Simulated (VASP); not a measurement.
# AlNi (C2/m) in VASP: further runs, part 2 of 2

VASP 6.6.1.

### Step 3. Single point, LDA, collinear spin, ferromagnetic start

This run uses another cell than the first one, of 12.70 Å³/atom, 0.981 times its volume.

Input file INCAR:

```
ALGO = Fast ; EDIFF = 1E-7
ENCUT = 520 ; GGA = CA
ISIF = 2 ; ISMEAR = -1
ISPIN = 2 ; LASPH = T
LCHARG = T ; LELF = T
LMAXMIX = 4 ; LORBIT = 11
LREAL = F ; LVHAR = T
LWAVE = F ; MAGMOM = 1 0
NBANDS = 18 ; NELM = 150
PREC = Accurate ; SIGMA = 0.05
```

Input file KPOINTS:

```
k-points
0
Gamma
  11 11 7
```

Input file POSCAR:

```
AlNi
1.0
    2.3159177421     -1.4039165606      0.0000000000
    2.3159177421      1.4039165606      0.0000000000
   -1.3654343810      0.0000000000      3.9065396629
Ni Al
1 1
Direct
    0.5000000000      0.5000000000      0.5000000000
    0.0000000000      0.0000000000      0.0000000000
```

Potentials or basis: VASP PAW LDA potentials, release 64 (Ni, Al).

Command:

```bash
$ cat potpaw_LDA.64/Ni/POTCAR potpaw_LDA.64/Al/POTCAR > POTCAR
$ mpirun -np 1 vasp_std > vasp.out
```

OUTCAR:

```text
EDIFF = 1E-7
   ENCUT = 520
   GGA = CA
   ISIF = 2
   ISMEAR = -1
   ISPIN = 2
   LASPH = T
   LORBIT = 11
   LREAL = F
   NELM = 150
   PREC = Accurate

 ion  position               nearest neighbor table
   1  0.500  0.500  0.500-   2 2.50   2 2.50   2 2.50   2 2.50   2 2.55   2 2.55
   2  0.000  0.000  0.000-   1 2.50   1 2.50   1 2.50   1 2.50   1 2.55   1 2.55

  LATTYP: Found a base centered monoclinic cell.
 ALAT       =     4.6318354842
 B/A-ratio  =     0.6062031199
 C/A-ratio  =     0.8934454424
 COS(beta)  =    -0.3299511685

  Lattice vectors:

 A1 = (   2.3159177421,  -1.4039165606,   0.0000000000)
 A2 = (   2.3159177421,   1.4039165606,   0.0000000000)
 A3 = (  -1.3654343810,   0.0000000000,   3.9065396629)

Analysis of symmetry for initial positions (statically):
=====================================================================
 Subroutine PRICEL returns:
 Original cell was already a primitive cell.

 Routine SETGRP: Setting up the symmetry group for a
 base centered monoclinic supercell.

 Subroutine GETGRP returns: Found  4 space group operations
 (whereof  4 operations were pure point group operations)
[... 698 lines left out ...]
  band No.  band energies     occupation
      1      -1.8486      1.00000
      2       5.2774      1.00000
      3       7.0063      1.00000
      4       7.2067      1.00000
      5       7.3024      1.00000
      6       7.4710      1.00000
[... 493 lines left out ...]
     17      32.5536      0.00000
     18      33.3293      0.00000

 [... further k-points ...]
[... 5 lines left out ...]
  --------------------------------------------------------------------------------------
  -------------------------------------------------------------------------------------
  Total       -1.3292502     -1.6154657     -1.9268653      0.0000000      0.0000000     -0.1190280
  in kB      -83.8360205   -101.8876805   -121.5277018      0.0000000      0.0000000     -7.5071128
  external PRESSURE =    -102.4171343 kB  Pullay stress =       0.0000000 kB

 VOLUME and BASIS-vectors are now :
 -----------------------------------------------------------------------------
  energy-cutoff  :      520.00
  volume of cell :       25.40
      direct lattice vectors                 reciprocal lattice vectors
     2.315917742 -1.403916561  0.000000000     0.215897133 -0.356146522  0.075461506
     2.315917742  1.403916561  0.000000000     0.215897133  0.356146522  0.075461506
    -1.365434381  0.000000000  3.906539663     0.000000000  0.000000000  0.255981018

 POSITION                                       TOTAL-FORCE (eV/Angst)
 -----------------------------------------------------------------------------------
      1.63320      0.00000      1.95327         0.000000      0.000000      0.000000
      0.00000      0.00000      0.00000        -0.000000     -0.000000      0.000000
 -----------------------------------------------------------------------------------
    total drift:                                0.000000      0.000000      0.000000

  FREE ENERGIE OF THE ION-ELECTRON SYSTEM (eV)
  ---------------------------------------------------
  free  energy   TOTEN  =       -11.5839015563 eV

  energy  without entropy=      -11.5764381116  energy(sigma->0) =      -11.58016983

 total charge

# of ion       s       p       d       tot
------------------------------------------
    1        0.452   0.465   8.431   9.348
    2        0.419   0.406   0.000   0.825
--------------------------------------------------
tot          0.871   0.872   8.431  10.174

 magnetization (x)

# of ion       s       p       d       tot
------------------------------------------
    1       -0.000  -0.000   0.000   0.000
    2       -0.000  -0.000   0.000  -0.000
--------------------------------------------------
tot         -0.000  -0.000   0.000   0.000
```

OSZICAR:

```text
N       E                     dE             d eps       ncg     rms          rms(c)
DAV:   1     0.427595254106E+02    0.42760E+02   -0.53259E+03 17354   0.790E+02
DAV:   2    -0.104995879302E+02   -0.53259E+02   -0.46689E+02 18004   0.159E+02
DAV:   3    -0.131591404723E+02   -0.26596E+01   -0.25946E+01 20030   0.365E+01
DAV:   4    -0.131928761730E+02   -0.33736E-01   -0.33706E-01 19996   0.364E+00
DAV:   5    -0.131935399418E+02   -0.66377E-03   -0.66372E-03 20104   0.559E-01    0.135E+01
RMM:   6    -0.175382677469E+02   -0.43447E+01   -0.14779E+01 21780   0.388E+01    0.226E+01
RMM:   7    -0.117334903269E+02    0.58048E+01   -0.37725E+00 20353   0.188E+01    0.272E+00
RMM:   8    -0.116014730086E+02    0.13202E+00   -0.20353E-01 19523   0.414E+00    0.995E-01
RMM:   9    -0.115854823932E+02    0.15991E-01   -0.18159E-02 19905   0.740E-01    0.525E-01
RMM:  10    -0.115841498953E+02    0.13325E-02   -0.18382E-03 22777   0.381E-01    0.209E-01
RMM:  11    -0.115839389051E+02    0.21099E-03   -0.37930E-04 24459   0.122E-01    0.111E-01
RMM:  12    -0.115838995670E+02    0.39338E-04   -0.92356E-05 24612   0.654E-02    0.596E-02
RMM:  13    -0.115839007072E+02   -0.11402E-05   -0.21643E-05 25926   0.280E-02    0.302E-02
RMM:  14    -0.115839026994E+02   -0.19922E-05   -0.46963E-06 23913   0.132E-02    0.961E-03
RMM:  15    -0.115839015070E+02    0.11923E-05   -0.11473E-06 21768   0.814E-03    0.340E-03
RMM:  16    -0.115839015563E+02   -0.49217E-07   -0.40441E-07 22800   0.357E-03
   1 F= -.11583902E+02 E0= -.11580170E+02  d E =-.746344E-02  mag=    -0.0000
```

Run time: 1.9 min. Hardware: 1 thread of Intel Xeon 6975P-C (Granite Rapids), shared host; peak memory 0.25 GiB.

What came out:

* Free energy: -11.5839 eV
* Pressure: -10.2 GPa
* Net moment: 0.00 μB per cell
* Valence electrons inside the program's atomic spheres: Ni 9.35; Al 0.82

Stress tensor (GPa, compression positive):
```
 -8.38   0.00  -0.75
  0.00 -10.19   0.00
 -0.75   0.00 -12.15
```

### Step 4. Single point, PBEsol, collinear spin, ferromagnetic start

This run uses another cell than the first one, of 12.70 Å³/atom, 0.981 times its volume.

Input file INCAR:

```
SYSTEM = AlNi
PREC     = Accurate       ! precision mode
ENCUT    = 520            ! plane-wave cutoff, eV
EDIFF    = 1E-6           ! SCF threshold, eV
ISMEAR   = -1             ! smearing method
SIGMA    = 0.05           ! smearing width, eV
LREAL    = .False.        ! projectors in reciprocal space
LASPH    = .True.         ! aspherical terms in the spheres
NELM     = 150            ! most SCF steps
ALGO     = Normal         ! electronic algorithm
ISIF     = 2              ! what is computed and relaxed
LWAVE    = .False.        ! write WAVECAR
LCHARG   = .False.        ! write CHGCAR
ISPIN    = 2              ! spin polarisation
MAGMOM   = 1 0            ! initial moments
LORBIT   = 11             ! projections on sites
LMAXMIX  = 4              ! l up to which the mixer works
GGA      = PS             ! functional
NBANDS   = 18             ! bands
```

Input file KPOINTS:

```
Automatic mesh
0
Gamma
  11 11 7
  0 0 0
```

POSCAR is that of step 3.

Potentials or basis: VASP PAW PBE potentials, release 64 (Ni, Al).

Command:

```bash
$ cat potpaw_PBE.64/Ni/POTCAR potpaw_PBE.64/Al/POTCAR > POTCAR
$ mpirun -np 1 vasp_std > vasp.out
```

OUTCAR:

```text
SYSTEM = AlNi
   PREC = Accurate
   ENCUT = 520
   EDIFF = 1E-6
   ISMEAR = -1
   LREAL = .False.
   LASPH = .True.
   NELM = 150
   ISIF = 2
   ISPIN = 2
   LORBIT = 11
   GGA = PS

 ion  position               nearest neighbor table
   1  0.500  0.500  0.500-   2 2.50   2 2.50   2 2.50   2 2.50   2 2.55   2 2.55
   2  0.000  0.000  0.000-   1 2.50   1 2.50   1 2.50   1 2.50   1 2.55   1 2.55

  LATTYP: Found a base centered monoclinic cell.
 ALAT       =     4.6318354842
 B/A-ratio  =     0.6062031199
 C/A-ratio  =     0.8934454424
 COS(beta)  =    -0.3299511685

  Lattice vectors:

 A1 = (   2.3159177421,  -1.4039165606,   0.0000000000)
 A2 = (   2.3159177421,   1.4039165606,   0.0000000000)
 A3 = (  -1.3654343810,   0.0000000000,   3.9065396629)

Analysis of symmetry for initial positions (statically):
=====================================================================
 Subroutine PRICEL returns:
 Original cell was already a primitive cell.

 Routine SETGRP: Setting up the symmetry group for a
 base centered monoclinic supercell.

 Subroutine GETGRP returns: Found  4 space group operations
 (whereof  4 operations were pure point group operations)
 out of a pool of  4 trial point group operations.

The static configuration has the point symmetry C_2h.

Analysis of symmetry for dynamics (positions and initial velocities):
=====================================================================
 Subroutine PRICEL returns:
 Original cell was already a primitive cell.

 Routine SETGRP: Setting up the symmetry group for a
 base centered monoclinic supercell.

 Subroutine GETGRP returns: Found  4 space group operations
 (whereof  4 operations were pure point group operations)
 out of a pool of  4 trial point group operations.

The dynamic configuration has the point symmetry C_2h.

Analysis of structural, dynamic, and magnetic symmetry:
=====================================================================
 Subroutine PRICEL returns:
 Original cell was already a primitive cell.

 Routine SETGRP: Setting up the symmetry group for a
 base centered monoclinic supercell.

 Subroutine GETGRP returns: Found  4 space group operations
 (whereof  4 operations were pure point group operations)
 out of a pool of  4 trial point group operations.

The overall configuration has the point symmetry C_2h.

 Subroutine INISYM returns: Found  4 space group operations
 (whereof  4 operations are pure point group operations),
 and found     1 'primitive' translations

----------------------------------------------------------------------------------------

                                     Primitive cell

  volume of cell :      25.4031

  direct lattice vectors                    reciprocal lattice vectors
     2.315917742 -1.403916561  0.000000000     0.215897133 -0.356146522  0.075461506
     2.315917742  1.403916561  0.000000000     0.215897133  0.356146522  0.075461506
    -1.365434381  0.000000000  3.906539663     0.000000000  0.000000000  0.255981018

  length of vectors
     2.708220208  2.708220208  4.138292303     0.423256844  0.423256844  0.255981018

  position of ions in fractional coordinates (direct lattice)
     0.500000000  0.500000000  0.500000000
[... 60 lines left out ...]
   k-points           NKPTS =    234   k-points in BZ     NKDIM =    234   number of bands    NBANDS=     18
   number of dos      NEDOS =    301   number of ions     NIONS =      2
   total plane-waves  NPLWV =  12800
   dimension x,y,z NGX =    20 NGY =   20 NGZ =   32
   dimension x,y,z NGXF=    40 NGYF=   40 NGZF=   64
   ions per type =               1   1
   NGX,Y,Z   is equivalent  to a cutoff of  12.28, 12.28, 12.86 a.u.
   NGXF,Y,Z  is equivalent  to a cutoff of  24.55, 24.55, 25.71 a.u.
 SYSTEM =  AlNi
   PREC   = accura    normal or accurate (medium, high low for compatibility)
   ISTART =      0    job   : 0-new  1-cont  2-samecut
   ICHARG =      2    charge: 1-file 2-atom 10-const
   ISPIN  =      2    spin polarized calculation?
   LNONCOLLINEAR =      F non collinear calculations
   LSORBIT =      F    spin-orbit coupling
   LASPH  =      T    aspherical Exc in radial PAW
   ENCUT  =  520.0 eV  38.22 Ry    6.18 a.u.   5.04  5.04  7.69*2*pi/ulx,y,z
   NELM   =    150;   NELMIN=  2; NELMDL= -5     # of ELM steps
   EDIFF  = 0.1E-05   stopping-criterion for ELM
   LREAL  =      F    real-space projection
   EDIFFG = 0.1E-04   stopping-criterion for IOM
   NSW    =      0    number of steps for IOM
   IBRION =     -1    ionic relax: 0-MD 1-quasi-New 2-CG
   NFREE  =      0    steps in history (QN), initial steepest desc. (CG)
   ISIF   =      2    stress and relaxation
   ISYM   =      2    0-nonsym 1-usesym 2-fastsym
   POTIM  = 0.5000    time-step for ionic-motion
   TEBEG  =    0.0;   TEEND  =   0.0 temperature during run
   PSTRESS=    0.0 pullay stress
   NELECT =      13.0000    total number of electrons
   NUPDOWN=      -1.0000    fix difference up-down
   EMIN   =  10.00;   EMAX   =-10.00  energy-range for DOS
[... 5 lines left out ...]
     AMIX     =   0.40;   BMIX     =  1.00
     AMIX_MAG =   1.60;   BMIX_MAG =  1.00
  volume/ion in A,a.u.               =      12.70        85.71
  Fermi-wavevector in a.u.,A,eV,Ry     =   1.309464  2.474529 23.329873  1.714697
  Thomas-Fermi vector in A             =   2.440061
   LORBIT       =     11    0 simple, 1 ext, 2 COOP (PROOUT), +10 PAW based schemes
   GGA     = PS    functional components
   LHFCALC =     F    Hartree Fock is set to
   AEXX    =    0.0000 exact exchange contribution
   IVDW    =     0    specifies the selected vdW correction
   LEPSILON=     F    determine dielectric tensor
   LRPA    =     F    only Hartree local field effects (RPA)
 spin polarized calculation
  energy-cutoff  :      520.00
  volume of cell :       25.40
 maximum number of plane-waves:       702
   NGX = 11   NGY = 11   NGZ = 15

 number of electron      12.9999994 magnetization      -0.0023833

 number of electron      12.9999994 magnetization       0.0009386

 Free energy of the ion-electron system (eV)
  ---------------------------------------------------
  ext. energy  EPLUGINS =         0.00000000
  ---------------------------------------------------
  free energy    TOTEN  =       -11.03486805 eV

  energy without entropy =      -11.02727585  energy(sigma->0) =      -11.03107195

 E-fermi :   8.9718     XC(G=0): -11.8737

 val. band max:        8.9688297446   @ k =   0.4545   0.0909   0.1429
 cond. band min:       8.9791245142   @ k =  -0.4545   0.1818   0.1429
 fundamental gap:      0.0102947696
 Fermi energy:         8.9717758494

 spin component 1

 k-point     1 :       0.0000    0.0000    0.0000
  band No.  band energies     occupation
      1      -1.7435      1.00000
      2       5.4370      1.00000
      3       7.1741      1.00000
      4       7.3120      1.00000
      5       7.4669      1.00000
      6       7.6335      1.00000
[... 493 lines left out ...]
     17      32.6992      0.00000
     18      33.5077      0.00000

 [... further k-points ...]

 spin component 2

 k-point     1 :       0.0000    0.0000    0.0000
  band No.  band energies     occupation
      1      -1.7437      1.00000
      2       5.4376      1.00000
      3       7.1752      1.00000
      4       7.3119      1.00000
      5       7.4680      1.00000
      6       7.6344      1.00000
[... 493 lines left out ...]
     17      32.6993      0.00000
     18      33.5078      0.00000

 [... further k-points ...]
[... 5 lines left out ...]
  --------------------------------------------------------------------------------------
  -------------------------------------------------------------------------------------
  Total       -0.6567151     -0.9470555     -0.9649176      0.0000000      0.0000000     -0.1129785
  in kB      -41.4191258    -59.7309377    -60.8575089      0.0000000      0.0000000     -7.1255691
  external PRESSURE =     -54.0025241 kB  Pullay stress =       0.0000000 kB

 VOLUME and BASIS-vectors are now :
 -----------------------------------------------------------------------------
  energy-cutoff  :      520.00
  volume of cell :       25.40
      direct lattice vectors                 reciprocal lattice vectors
     2.315917742 -1.403916561  0.000000000     0.215897133 -0.356146522  0.075461506
     2.315917742  1.403916561  0.000000000     0.215897133  0.356146522  0.075461506
    -1.365434381  0.000000000  3.906539663     0.000000000  0.000000000  0.255981018

 POSITION                                       TOTAL-FORCE (eV/Angst)
 -----------------------------------------------------------------------------------
      1.63320      0.00000      1.95327         0.000000      0.000000      0.000000
      0.00000      0.00000      0.00000        -0.000000     -0.000000      0.000000
 -----------------------------------------------------------------------------------
    total drift:                                0.000000      0.000000      0.000000

  FREE ENERGIE OF THE ION-ELECTRON SYSTEM (eV)
  ---------------------------------------------------
  free  energy   TOTEN  =       -11.0348680541 eV

  energy  without entropy=      -11.0272758488  energy(sigma->0) =      -11.03107195

 total charge

# of ion       s       p       d       tot
------------------------------------------
    1        0.451   0.469   8.414   9.334
    2        0.411   0.401   0.000   0.812
--------------------------------------------------
tot          0.862   0.870   8.414  10.146

 magnetization (x)

# of ion       s       p       d       tot
------------------------------------------
    1       -0.000  -0.000   0.000   0.000
    2       -0.000  -0.000   0.000  -0.000
--------------------------------------------------
tot         -0.000  -0.000   0.000   0.000
```

Run time: 70 s. Hardware: 1 thread of Intel Xeon 6975P-C (Granite Rapids), shared host; peak memory 0.26 GiB.

Results:

```
Free energy                                           : -11.0349 eV
Pressure                                              : -5.4 GPa
Net moment                                            : 0.00 μB per cell
Valence electrons inside the program's atomic spheres : Ni 9.33; Al 0.81
```

Stress tensor (GPa, compression positive):
```
-4.14  0.00 -0.71
 0.00 -5.97  0.00
-0.71  0.00 -6.09
```

Caveat: the PAW data sets were made with another functional, which shifts forces and pressure a little.

### Step 5. The runs side by side

| level | potentials or basis | cell | gap on the mesh (eV) | pressure (GPa) | moment (μB) |
| --- | --- | --- | --- | --- | --- |
| PBE | VASP PAW PBE potentials, release 64 (Ni, Al) | a = 2.726, b = 2.726, c = 4.165 Å, angles 106.4, 106.4, 62.4°, 2 atoms | none | -3.3 | 0.00 |
| LDA | VASP PAW LDA potentials, release 64 (Ni, Al) | a = 2.708, b = 2.708, c = 4.138 Å, angles 106.4, 106.4, 62.4°, 2 atoms | none | -10.2 | 0.00 |
| PBEsol | VASP PAW PBE potentials, release 64 (Ni, Al) | a = 2.708, b = 2.708, c = 4.138 Å, angles 106.4, 106.4, 62.4°, 2 atoms | none | -5.4 | 0.00 |

Alike in all rows: task single point; spin collinear, ferromagnetic start; k mesh 11 × 11 × 7; cutoff (eV) 520; smearing fermi-dirac 0.05 eV.

Caveats: the PAW data sets were made with another functional, which shifts forces and pressure a little (some runs).

Total energies depend on the potentials used, so only differences within one code and one set of settings carry meaning.
